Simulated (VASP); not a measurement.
A run of VASP 6.6.1:

The input INCAR:

```
SYSTEM = CaF2
PREC     = Accurate       ! precision mode
ENCUT    = 600            ! plane-wave cutoff, eV
EDIFF    = 1E-6           ! SCF threshold, eV
ISMEAR   = -1             ! smearing method
SIGMA    = 0.05           ! smearing width, eV
LREAL    = .FALSE.        ! projectors in reciprocal space
LASPH    = .TRUE.         ! aspherical terms in the spheres
NELM     = 120            ! most SCF steps
ALGO     = Normal         ! electronic algorithm
ISIF     = 2              ! what is computed and relaxed
LWAVE    = .FALSE.        ! write WAVECAR
LCHARG   = .FALSE.        ! write CHGCAR
GGA      = VW             ! functional
NBANDS   = 19             ! bands
GGA_COMPAT= .FALSE.
```

File KPOINTS:

```
Automatic mesh
0
G
  8 8 8
  0 0 0
```

Contents of POSCAR:

```
CaF2
1.0
    0.0000000000      2.7310000000      2.7310000000
    2.7310000000      0.0000000000      2.7310000000
    2.7310000000      2.7310000000      0.0000000000
Ca F
1 2
Direct
    0.0000000000      0.0000000000      0.0000000000
    0.7500000000      0.7500000000      0.7500000000
    0.2500000000      0.2500000000      0.2500000000
```

Potentials or basis: VASP PAW PBE potentials, release 64 (Ca_sv, F).

Launch:

```console
$ cat potpaw_PBE.64/Ca_sv/POTCAR potpaw_PBE.64/F/POTCAR > POTCAR
$ mpirun -np 1 vasp_std > vasp.out
```

Hardware: 1 thread of Intel Xeon 8259CL, with other jobs on the host.

Estimate the wall time of this run.

It took 33 s on 1 thread of Intel Xeon 8259CL, on a shared host, peak memory 0.16 GiB. Counts: scf iterations 12, k points 29.
